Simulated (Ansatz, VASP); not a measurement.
One calculation of SbC2, two programs

```
Sb C
1.0
     2.16880   -1.70353   -2.76008
     1.70135   -2.16727    2.76168
    -3.83741   -3.83639    0.63469
Sb C
2 4
Direct
  0.50000 0.50000 0.50000
  0.00000 0.00000 0.00000
  0.87158 0.98609 0.57041
  0.51392 0.62842 0.07043
  0.12842 0.01392 0.42959
  0.48608 0.37158 0.92958
```

Change from the starting cell: CaC2 type (I4/mmm, No. 139); cell x2, atoms moved at random (sigma 0.15 Å) and cell strained at random (1.5 %), then relaxed without symmetry.

Alike in both runs: functional PBE; k mesh 6 × 6 × 4; occupations gaussian, width 0.1 eV; no spin polarisation.

Ansatz relaxed the structure, and its values are those at the end. VASP's run is a single point on that final structure, the one shown.

```csv
,VASP,Ansatz
version,VASP 6.6.1,Ansatz 0.2.0
potentials or method,"VASP PAW PBE potentials, release 64 (Sb, C), cutoff 520 eV","scalar-relativistic, plane waves, PAW"
valence electrons in the cell,26,46
```

Ansatz gave:

```
gap on the k mesh at the Fermi level (eV) : none
pressure (GPa)                            : 0.0
rms of the force components (eV/Å)        : 0.003
```

Task: Which values does VASP return?

Result: gap on the k mesh at the Fermi level (eV): none; pressure (GPa): 0.0; rms of the force components (eV/Å): 0.029.

A gap of «none» marks a metal or a gap that the smearing closes. VASP's potentials hold 26 valence electrons a cell and Ansatz's 46, so a difference there can come from the potentials and not from the codes.

Spin-orbit coupling is off throughout.
